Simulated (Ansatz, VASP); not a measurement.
Two plane-wave programs on Ge

```
Ge
1.0
     0.00000    3.26558    2.12262
     3.26558    0.00000    2.12262
     3.26558    3.26558    0.00000
Ge
2
Direct
  0.50000 0.50000 0.50000
  0.75000 0.75000 0.75000
```

Alike in both runs: task single point; functional r2SCAN; k mesh 12 × 12 × 12; occupations gaussian, width 0.05 eV; no spin polarisation.

```csv
,VASP,Ansatz
version,VASP 6.6.1,Ansatz 0.2.0
potentials or method,"VASP PAW PBE potentials, release 64 (Ge_d), cutoff 520 eV","scalar-relativistic, plane waves, PAW"
valence electrons in the cell,28,28
```

|  | VASP | Ansatz | Ansatz less VASP |
| --- | --- | --- | --- |
| gap on the k mesh at the Fermi level (eV) | none | none | - |
| pressure (GPa) | -2.5 | -2.5 | +0.03 |
| traceless stress, the component that is largest in VASP (GPa) | 6.62 | 6.67 | +0.050 |

VASP's potentials were made for PBE, not for r2SCAN. A gap of «none» marks a metal or a gap that the smearing closes.
